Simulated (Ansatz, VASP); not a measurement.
**One calculation of SnS2, two programs**

INCAR

```
SYSTEM = SnS2
PREC = Accurate
ENCUT = 450
EDIFF = 1E-7
ISMEAR = -1
SIGMA = 0.02
LREAL = .False.
LASPH = .True.
NELM = 120
ALGO = Normal
ISIF = 2
LWAVE = .False.
LCHARG = .False.
GGA = PE
IBRION = 2
NSW = 80
EDIFFG = -0.02
GGA_COMPAT = .False.
NELMIN = 4
```

Contents of KPOINTS:

```
Automatic mesh
0
Gamma
  14 14 8
  0 0 0
```

The input POSCAR:

```
SnS2
1.0
    3.6050000000      0.0000000000      0.0000000000
   -1.8025000000      3.1220215806      0.0000000000
    0.0000000000      0.0000000000      5.5692000000
Sn S
1 2
Direct
    0.0000000000      0.0000000000      0.0000000000
    0.6666666667      0.3333333333      0.7286993890
    0.3333333333      0.6666666667      0.2713006110
```

Input for Ansatz:

```yaml
crystal:
  lattice:
    - [3.605, 0.0, 0.0]
    - [-1.8025, 3.1220215806, 0.0]
    - [0.0, 0.0, 5.5692]
  atoms:
    - { symbol: Sn, position: [0.0, 0.0, 0.0] }
    - { symbol: S, position: [0.6666666667, 0.3333333333, 0.728699389] }
    - { symbol: S, position: [0.3333333333, 0.6666666667, 0.271300611] }
kpoints:
  mp_grid: { grid: [14, 14, 8] }
scf:
  occupations: { method: fermi_dirac, width: 0.02 }
hamiltonian:
  xc: pbe
  pseudopotentials: { kind: paw }
output:
  forces: true
  stress: true
  populations: true
  efg:
    quadrupole_moments_barn: { Sn: -0.132, S: -0.0694 }
    contact_densities: true
relax:
  f_tol: 0.02
  max_steps: 60
```

Change from the starting cell: z stretched by +2 %, ions relaxed.

Alike in both runs: task relaxation of the atoms; functional PBE; k mesh 14 × 14 × 8; occupations fermi-dirac, width 0.02 eV; no spin polarisation.

```csv
,VASP,Ansatz
version,VASP 6.6.1,Ansatz 0.2.0
potentials or method,"VASP PAW PBE potentials, release 64 (Sn_d, S)","plane-wave PAW, scalar-relativistic"
plane-wave cutoff (eV),450,420
valence electrons in the cell,26,26
```

```csv
,VASP,Ansatz,Ansatz less VASP
"gap on the k mesh at the Fermi level, each at its own relaxed structure (eV)",1.10,1.08,-0.015
```

Ansatz's warnings: stress scf threshold loose.
